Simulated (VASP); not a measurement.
A run of VASP 6.6.1 is set up as follows.

File INCAR:

```
PREC = Accurate
ENCUT = 600
EDIFF = 1E-7
ISMEAR = 0
SIGMA = 0.1
LREAL = False
LASPH = True
NELM = 100
ALGO = Normal
ISIF = 3
LWAVE = False
LCHARG = False
GGA = PE
IBRION = 2
NSW = 100
EDIFFG = -0.01
```

File KPOINTS:

```
Automatic mesh
0
Gamma
  12 12 6
```

POSCAR

```
LiHf2O2
1.0
    3.4361769063      0.0000000000      0.0000000000
   -1.7180884532      2.9758164928      0.0000000000
    0.0000000000      0.0000000000      8.0860952062
Li Hf O
1 2 2
Direct
    0.0000000000      0.0000000000      0.0000000000
    0.6666666667      0.3333333333      0.3117323370
    0.3333333333      0.6666666667      0.6882676630
    0.3333333333      0.6666666667      0.4015770209
    0.6666666667      0.3333333333      0.5984229791
```

Potentials or basis: VASP PAW PBE potentials, release 64 (Li_sv, Hf_pv, O).

The run is started by

```bash
$ cat potpaw_PBE.64/Li_sv/POTCAR potpaw_PBE.64/Hf_pv/POTCAR potpaw_PBE.64/O/POTCAR > POTCAR
$ mpirun -np 1 vasp_std > vasp.out
```

(1) Predict the relaxed cell.

(2) What does it give for the relaxed volume?

(3) Predict the space group after relaxing (to 0.05 Å).

Answers

(1) a = 3.428 Å, b = 3.428 Å, c = 8.043 Å, α = 90.00°, β = 90.00°, γ = 120.00°.

(2) 16.37 Å³/atom.

(3) P-3m1 (No. 164).

Caveat: the cutoff is under 1.25 times the usual one of these potentials, so pressure, stress and relaxed cells hold a basis-set (Pulay) error; an odd number of electrons without spin polarisation forces a metal; a magnetic or distorted state may lie lower.
